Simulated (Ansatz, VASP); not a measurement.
**ZnInGaO4: VASP beside Ansatz**

```xyz
7
Lattice="1.6574 0.9569 8.5846 -1.6574 0.9569 8.5846 0.0000 -1.9138 8.5846" Properties=species:S:1:pos:R:3 pbc="T T T"
Zn    0.0000    0.0000    5.6324
In    0.0000    0.0000    0.0759
Ga    0.0000    0.0000   20.2719
O     0.0000    0.0000    7.5996
O     0.0000    0.0000   18.3172
O     0.0000    0.0000    3.1204
O     0.0000    0.0000   22.2444
```

Alike in both runs: functional PBEsol; k mesh 9 × 9 × 9; occupations gaussian, width 0.02 eV; no spin polarisation.

Ansatz relaxed the structure, and its values are those at the end. VASP's run is a single point on that final structure, the one shown.

|  | VASP | Ansatz |
| --- | --- | --- |
| version | VASP 6.6.1 | Ansatz 0.2.0 |
| potentials or method | VASP PAW PBE potentials, release 64 (Zn, In_d, Ga_d, O), cutoff 520 eV | scalar-relativistic, plane waves, PAW |
| valence electrons in the cell | 62 | 62 |

Ansatz gave:

```
gap on the k mesh at the Fermi level (eV) : 1.17
least direct gap on the mesh (eV)         : 1.17
pressure (GPa)                            : 0.0
rms of the force components (eV/Å)        : 0.001
```

Question: Which values does VASP return?

Answer: gap on the k mesh at the Fermi level (eV): 1.16; least direct gap on the mesh (eV): 1.16; pressure (GPa): 0.6; rms of the force components (eV/Å): 0.007.

VASP's potentials were made for PBE, not for PBEsol. With one functional, cell and mesh, what is left measures potentials, basis and numerics.
